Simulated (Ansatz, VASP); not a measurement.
Two plane-wave programs on Si2Te4S

Contents of INCAR:

```
PREC = Accurate
ENCUT = 600
EDIFF = 1E-7
ISMEAR = 0
SIGMA = 0.2
LREAL = F
LASPH = T
NELM = 60
ALGO = Normal
ISIF = 3
LWAVE = F
LCHARG = F
GGA = PE
IBRION = 2
NSW = 36
EDIFFG = -0.08
```

The input KPOINTS:

```
Automatic mesh
0
Gamma
  5 5 2
```

POSCAR

```
Si2Te4S
1.0
    3.9000000000      0.0000000000      0.0000000000
   -1.9500000000      3.3774990700      0.0000000000
    0.0000000000      0.0000000000     13.9000000000
Si Te S
2 4 1
Direct
    0.0000000000      0.0000000000      0.2550000000
    0.0000000000      0.0000000000      0.7450000000
    0.6666666700      0.3333333300      0.3700000000
    0.3333333300      0.6666666700      0.1400000000
    0.6666666700      0.3333333300      0.8600000000
    0.3333333300      0.6666666700      0.6300000000
    0.0000000000      0.0000000000      0.0000000000
```

Input for Ansatz:

```yaml
crystal:
  lattice:
    - [3.9, 0.0, 0.0]
    - [-1.95, 3.37749907, 0.0]
    - [0.0, 0.0, 13.9]
  atoms:
    - { symbol: Si, position: [0.0, 0.0, 0.255] }
    - { symbol: Si, position: [0.0, 0.0, 0.745] }
    - { symbol: Te, position: [0.66666667, 0.33333333, 0.37] }
    - { symbol: Te, position: [0.33333333, 0.66666667, 0.14] }
    - { symbol: Te, position: [0.66666667, 0.33333333, 0.86] }
    - { symbol: Te, position: [0.33333333, 0.66666667, 0.63] }
    - { symbol: S, position: [0.0, 0.0, 0.0] }
basis:
  ecutwfc: 420
kpoints:
  mp_grid: { grid: [5, 5, 2] }
hamiltonian:
  xc: pbe
scf:
  occupations: { method: gaussian, width: 0.2 }
  lower_state_search: "off"
output:
  forces: true
  stress: true
  eigenvalues: true
relax:
  adjacent_minimum: "off"
  f_tol: 0.08
  max_steps: 16
  cell: { stress_tol: 0.8 }
```

Alike in both runs: task relaxation of cell and atoms; functional PBE; k mesh 5 × 5 × 2; occupations gaussian, width 0.2 eV; no spin polarisation.

|  | VASP | Ansatz |
| --- | --- | --- |
| version | VASP 6.6.1 | Ansatz 0.2.0 |
| potentials or method | VASP PAW PBE potentials, release 64 (Si, Te, S), cutoff 600 eV | scalar-relativistic, plane waves, PAW |
| valence electrons in the cell | 38 | 78 |

|  | VASP | Ansatz | Ansatz less VASP |
| --- | --- | --- | --- |
| gap on the k mesh at the Fermi level, each at its own relaxed structure (eV) | none | none | - |
| relaxed volume (Å³/atom) | 26.47 | 26.57 | +0.103 |
| relaxed cell length with the largest relative difference (Å) | 14.434 | 14.347 | -0.0874 |

A gap of «none» marks a metal or a gap that the smearing closes. VASP's potentials hold 38 valence electrons a cell and Ansatz's 78, so a difference there can come from the potentials and not from the codes.

The k mesh is coarse, so the values compare programs but aren't converged. Neither program's run includes spin-orbit coupling.
